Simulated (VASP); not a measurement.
# Si (Fmmm) in VASP: further runs

Si is run at these levels: LDA; tasks: single point.

Everything below comes from runs of VASP 6.6.1. Logs are shortened: lines on timing, memory, paths and dates and some standing lists are left out, and cuts for length are marked.

### Step 1. The cell of the first run

It takes space group Fmmm (No. 69, orthorhombic). Conventional cell: a = 4.869 Å, b = 5.061 Å, c = 9.104 Å, α = 90.00°, β = 90.00°, γ = 90.00°. Si (site symmetry m2m) has 8 Si at 2.32 to 2.75 Å within 3.1 Å. Within 3.8 Å of Si (site symmetry mm2) lie 20 Si at 2.47 to 3.74 Å.

### Step 2. Single point, LDA (strain +0.000 along x and y, -0.050 along z)

File INCAR:

```
  PREC = Accurate
  ENCUT = 520
  EDIFF = 1E-7
  ISMEAR = 0
  SIGMA = 0.15
  LREAL = False
  LASPH = True
  NELM = 100
  ALGO = Normal
  ISIF = 2
  LWAVE = False
  LCHARG = False
  NBANDS = 26
```

File KPOINTS:

```
Automatic mesh
0
Gamma
  10 10 8
```

File POSCAR:

```
Si
1.0
    4.5521371177     -2.4347064048      0.0000000000
    4.5521371177      2.4347064048      0.0000000000
    0.0000000000      0.0000000000      5.0612659497
Si
8
Direct
    0.5000000000      0.5000000000      0.7705063100
    0.5000000000      0.5000000000      0.2294936900
    1.0000000000      0.0000000000      0.2705063100
    0.0000000000      1.0000000000      0.7294936900
    0.7262158274      0.7262158274      0.5000000000
    0.2262158274      0.2262158274      0.0000000000
    0.2737841726      0.2737841726      0.5000000000
    0.7737841726      0.7737841726      0.0000000000
```

Potentials or basis: VASP PAW LDA potentials, release 64 (Si).

The run is started by

```sh
$ cat potpaw_LDA.64/Si/POTCAR > POTCAR
$ mpirun -np 1 vasp_std > vasp.out
```

OUTCAR:

```text
PREC = Accurate
   ENCUT = 520
   EDIFF = 1E-7
   ISMEAR = 0
   LREAL = False
   LASPH = True
   NELM = 100
   ISIF = 2

 ion  position               nearest neighbor table
   1  0.500  0.500  0.771-   2 2.32   4 2.44   4 2.44   5 2.47   7 2.47   2 2.74   8 2.75   6 2.75

   2  0.500  0.500  0.229-   1 2.32   3 2.44   3 2.44   5 2.47   7 2.47   1 2.74   6 2.75   8 2.75

   3  0.000  0.000  0.271-   4 2.32   2 2.44   2 2.44   6 2.47   8 2.47   4 2.74   5 2.75   7 2.75
[... 7 lines left out ...]
   7  0.274  0.274  0.500-   5 2.47   5 2.47   1 2.47   2 2.47   6 2.57   6 2.57   3 2.75   4 2.75

   8  0.774  0.774  0.000-   6 2.47   6 2.47   3 2.47   4 2.47   5 2.57   5 2.57   1 2.75   2 2.75

  LATTYP: Found a base centered orthorhombic cell.
 ALAT       =     4.8694128096
 B/A-ratio  =     1.8696862623
 C/A-ratio  =     1.0393996458

  Lattice vectors:

 A1 = (  -4.5521371177,  -2.4347064048,   0.0000000000)
 A2 = (   4.5521371177,  -2.4347064048,   0.0000000000)
 A3 = (   0.0000000000,   0.0000000000,   5.0612659497)

Analysis of symmetry for initial positions (statically):
=====================================================================
 Subroutine PRICEL returns following result:

  LATTYP: Found a face centered orthorhombic cell.
 ALAT       =     4.8694128096
 B/A-ratio  =     1.0393996458
 C/A-ratio  =     1.8696862623

  Lattice vectors:

 A1 = (  -4.5521371177,   0.0000000000,   2.5306329749)
 A2 = (  -4.5521371177,  -2.4347064048,   0.0000000000)
 A3 = (   0.0000000000,  -2.4347064048,   2.5306329748)

   2 primitive cells build up your supercell.

 Routine SETGRP: Setting up the symmetry group for a
 base centered orthorhombic supercell.

 Subroutine GETGRP returns: Found  8 space group operations
 (whereof  8 operations were pure point group operations)
 out of a pool of  8 trial point group operations.

The static configuration has the point symmetry D_2h.

Analysis of symmetry for dynamics (positions and initial velocities):
=====================================================================
 Subroutine PRICEL returns following result:

  LATTYP: Found a face centered orthorhombic cell.
 ALAT       =     4.8694128096
 B/A-ratio  =     1.0393996458
 C/A-ratio  =     1.8696862623

  Lattice vectors:

 A1 = (  -4.5521371177,   0.0000000000,   2.5306329749)
[... 119 lines left out ...]
   NSW    =      0    number of steps for IOM
   IBRION =     -1    ionic relax: 0-MD 1-quasi-New 2-CG
   NFREE  =      0    steps in history (QN), initial steepest desc. (CG)
   ISIF   =      2    stress and relaxation
   ISYM   =      2    0-nonsym 1-usesym 2-fastsym
   POTIM  = 0.5000    time-step for ionic-motion
   TEBEG  =    0.0;   TEEND  =   0.0 temperature during run
   PSTRESS=    0.0 pullay stress
   NELECT =      32.0000    total number of electrons
   NUPDOWN=      -1.0000    fix difference up-down
   EMIN   =  10.00;   EMAX   =-10.00  energy-range for DOS
   EFERMI =   0.00;   METHOD = LEGACY
   ISMEAR =     0;   SIGMA  =   0.15  broadening in eV -4-tet -1-fermi 0-gaus
   EFERMI_NEDOS =   21; number of points for ismear=-14 and -15
   IALGO  =     38    algorithm
   IMIX   =      4    mixing-type and parameters
     AMIX     =   0.40;   BMIX     =  1.00
     AMIX_MAG =   1.60;   BMIX_MAG =  1.00
  volume/ion in A,a.u.               =      14.02        94.64
  Fermi-wavevector in a.u.,A,eV,Ry     =   1.077642  2.036448 15.800609  1.161312
  Thomas-Fermi vector in A             =   2.213559
   LORBIT       =      0    0 simple, 1 ext, 2 COOP (PROOUT), +10 PAW based schemes
   GGA     = CA    functional components
   LHFCALC =     F    Hartree Fock is set to
   AEXX    =    0.0000 exact exchange contribution
   IVDW    =     0    specifies the selected vdW correction
   LEPSILON=     F    determine dielectric tensor
   LRPA    =     F    only Hartree local field effects (RPA)
 non-spin polarized calculation
 Gauss-broadening in eV      SIGMA  =   0.15
  energy-cutoff  :      520.00
  volume of cell :      112.19
 maximum number of plane-waves:      3050
 NGX is ok and might be reduce to    40
   NGX = 19   NGY = 19   NGZ = 19

 number of electron      31.9999999 magnetization

 Free energy of the ion-electron system (eV)
  ---------------------------------------------------
  ext. energy  EPLUGINS =         0.00000000
  ---------------------------------------------------
  free energy    TOTEN  =       -45.74435569 eV

  energy without entropy =      -45.70722999  energy(sigma->0) =      -45.72579284

 E-fermi :  10.2240     XC(G=0): -11.3233

 val. band max:       10.2202213021   @ k =   0.3000   0.3000   0.1250
 cond. band min:      10.2282670961   @ k =   0.1000   0.0000   0.2500
 fundamental gap:      0.0080457940
 Fermi energy:        10.2239627150

 k-point     1 :       0.0000    0.0000    0.0000
  band No.  band energies     occupation
      1      -4.2490      2.00000
      2       1.2794      2.00000
      3       1.3073      2.00000
      4       2.1947      2.00000
      5       2.3971      2.00000
      6       2.6213      2.00000
[... 685 lines left out ...]
     25      14.7843      0.00000
     26      14.8816      0.00000

 [... further k-points ...]

------------------------ aborting loop because EDIFF is reached ----------------------------------------

  FORCE on cell =-STRESS in cart. coord.  units (eV):
  Direction    XX          YY          ZZ          XY          YZ          ZX
  --------------------------------------------------------------------------------------
  -------------------------------------------------------------------------------------
  Total        3.8167386      1.3958006      9.2094879      0.0000000      0.0000000      0.0000000
  in kB       54.5069543     19.9334684    131.5209622      0.0000000      0.0000000      0.0000000
  external PRESSURE =      68.6537950 kB  Pullay stress =       0.0000000 kB

 VOLUME and BASIS-vectors are now :
 -----------------------------------------------------------------------------
  energy-cutoff  :      520.00
  volume of cell :      112.19
      direct lattice vectors                 reciprocal lattice vectors
     4.552137118 -2.434706405  0.000000000     0.109838519 -0.205363570  0.000000000
     4.552137118  2.434706405  0.000000000     0.109838519  0.205363570  0.000000000
     0.000000000  0.000000000  5.061265950     0.000000000  0.000000000  0.197579027

 POSITION                                       TOTAL-FORCE (eV/Angst)
 -----------------------------------------------------------------------------------
      4.55214      0.00000      3.89974        -0.000000      0.000000     -0.344908
      4.55214      0.00000      1.16153        -0.000000      0.000000      0.344908
      0.00000      0.00000      1.36910        -0.000000      0.000000     -0.344908
      0.00000      0.00000      3.69216        -0.000000      0.000000      0.344908
      6.61167      0.00000      2.53063         0.167880      0.000000      0.000000
      2.05953      0.00000      0.00000         0.167880      0.000000      0.000000
      2.49261      0.00000      2.53063        -0.167880      0.000000      0.000000
      7.04474      0.00000      0.00000        -0.167880      0.000000      0.000000
 -----------------------------------------------------------------------------------
    total drift:                                0.000000     -0.000000     -0.000000

  FREE ENERGIE OF THE ION-ELECTRON SYSTEM (eV)
  ---------------------------------------------------
  free  energy   TOTEN  =       -45.7443556906 eV

  energy  without entropy=      -45.7072299898  energy(sigma->0) =      -45.72579284
```

OSZICAR:

```text
N       E                     dE             d eps       ncg     rms          rms(c)
DAV:   1     0.548662039079E+02    0.54866E+02   -0.12838E+04  8060   0.106E+03
DAV:   2    -0.414340897010E+02   -0.96300E+02   -0.89074E+02  9930   0.154E+02
DAV:   3    -0.458627531915E+02   -0.44287E+01   -0.42808E+01 10572   0.285E+01
DAV:   4    -0.459158205910E+02   -0.53067E-01   -0.52875E-01  9768   0.376E+00
DAV:   5    -0.459163915321E+02   -0.57094E-03   -0.57046E-03 10354   0.360E-01    0.970E+00
DAV:   6    -0.458021018863E+02    0.11429E+00   -0.46874E-02  9972   0.107E+00    0.566E+00
DAV:   7    -0.457453105269E+02    0.56791E-01   -0.49719E-02  9728   0.969E-01    0.409E-01
DAV:   8    -0.457446305741E+02    0.67995E-03   -0.31606E-03  9882   0.297E-01    0.281E-01
DAV:   9    -0.457443549366E+02    0.27564E-03   -0.40986E-04  9874   0.917E-02    0.928E-02
DAV:  10    -0.457443578423E+02   -0.29057E-05   -0.18844E-05 10240   0.207E-02    0.336E-02
DAV:  11    -0.457443559012E+02    0.19411E-05   -0.27229E-06  9838   0.760E-03    0.835E-03
DAV:  12    -0.457443556932E+02    0.20806E-06   -0.86851E-07  9882   0.396E-03    0.293E-03
DAV:  13    -0.457443556906E+02    0.25479E-08   -0.47931E-08  5142   0.111E-03
   1 F= -.45744356E+02 E0= -.45725793E+02  d E =-.371257E-01
```

stdout:

```text
POSCAR found type information on POSCAR Si
 POSCAR found :  1 types and       8 ions
 scaLAPACK will be used
 LDA part: xc-table for (Slater(with rela. corr.)+CA(PZ))
 , standard interpolation
 POSCAR, INCAR and KPOINTS ok, starting setup
 FFT: planning ... GRIDC
 FFT: planning ... GRID_SOFT
 FFT: planning ... GRID
 WAVECAR not read
 entering main loop
```

It took 9.2 min on 1 thread of Intel Xeon 8259CL, shared host; peak memory 0.41 GiB.

What came out:

```
Free energy            : -45.7444 eV
Pressure               : 6.9 GPa
Largest force          : 0.345 eV/Å
Band gap on the k mesh : zero (bands 16 and 17 overlap by 2.77 eV)
```

Forces on the atoms (eV/Å):
```
Si   0.000  0.000 -0.345
Si   0.000  0.000  0.345
Si   0.000  0.000 -0.345
Si   0.000  0.000  0.345
Si   0.168  0.000  0.000
Si   0.168  0.000  0.000
Si  -0.168  0.000  0.000
Si  -0.168  0.000  0.000
```

Stress tensor (GPa, compression positive):
```
 5.45  0.00  0.00
 0.00  1.99  0.00
 0.00  0.00 13.15
```

Caveat: the cell differs from its parent crystal (strain +0.000 along x and y, -0.050 along z); the stress differs along the axes, from 2 to 13 GPa.

### Step 3. Single point, LDA (strain -0.025 along x and y, +0.000 along z)

File INCAR:

```
SYSTEM = Si
ALGO = Normal
EDIFF = 1E-6
ENCUT = 520
GGA = CA
ISIF = 2
ISMEAR = 0
LASPH = .True.
LCHARG = .False.
LREAL = .False.
LWAVE = .False.
NBANDS = 26
NELM = 80
PREC = Accurate
SIGMA = 0.15
```

File KPOINTS:

```
k-points
0
Gamma
  10 10 8
  0 0 0
```

POSCAR, as its differences from that of step 2:

```diff
@@ -2,5 +2,5 @@
 1.0
-    4.5521371177     -2.4347064048      0.0000000000
-    4.5521371177      2.4347064048      0.0000000000
-    0.0000000000      0.0000000000      5.0612659497
+    4.4383336898     -2.3738387447      0.0000000000
+    4.4383336898      2.3738387447      0.0000000000
+    0.0000000000      0.0000000000      5.3276483681
 Si
```

Potentials or basis: VASP PAW LDA potentials, release 64 (Si).

The run is started by

```sh
$ cat potpaw_LDA.64/Si/POTCAR > POTCAR
$ mpirun -np 1 vasp_std > vasp.out
```

It took 9.2 min on 1 thread of Intel Xeon 8259CL, shared host; peak memory 0.4 GiB.

The run converged. Its results:

```yaml
Free_energy: -45.8193 eV
Pressure: 6.8 GPa
Largest_force: 0.106 eV/Å
Band_gap_on_the_k_mesh: zero (bands 16 and 17 overlap by 3.52 eV)
```

Forces in eV/Å, atoms in the order of the input:
```
Si   0.000  0.000  0.106
Si   0.000  0.000 -0.106
Si   0.000  0.000  0.106
Si   0.000  0.000 -0.106
Si   0.098  0.000  0.000
Si   0.098  0.000  0.000
Si  -0.098  0.000  0.000
Si  -0.098  0.000  0.000
```

Stress tensor (GPa, compression positive):
```
 6.56  0.00  0.00
 0.00 10.01  0.00
 0.00  0.00  3.86
```

Levels at points of the mesh, in eV from the Fermi level:
| k point | band 13 | band 14 | band 15 | band 16 | band 17 | band 18 | band 19 | band 20 |
| --- | --- | --- | --- | --- | --- | --- | --- | --- |
| (0.00, 0.00, 0.00) | -2.55 | -2.51 | -2.36 | -2.26 | -2.10 | -1.91 | -1.63 | 0.98 |
| (0.50, 0.00, 0.00) | -2.06 | -2.06 | -0.31 | -0.31 | 2.26 | 2.26 | 2.39 | 2.39 |
| (0.50, 0.50, 0.00) | -2.54 | -1.98 | -1.17 | 0.67 | 1.30 | 1.35 | 1.87 | 2.61 |
| (0.00, 0.00, 0.50) | -4.50 | -4.50 | -3.26 | -3.26 | 2.72 | 2.72 | 3.23 | 3.23 |
| (0.50, 0.00, 0.50) | -1.08 | -1.08 | 0.00 | 0.00 | 0.26 | 0.26 | 0.34 | 0.34 |
| (0.50, 0.50, 0.50) | -1.33 | -1.33 | -1.30 | -1.30 | -0.20 | -0.20 | 2.29 | 2.29 |

Caveat: the cell differs from its parent crystal (strain -0.025 along x and y, +0.000 along z); the stress differs along the axes, from 4 to 10 GPa.

(Part 1 of 2 ends here.)
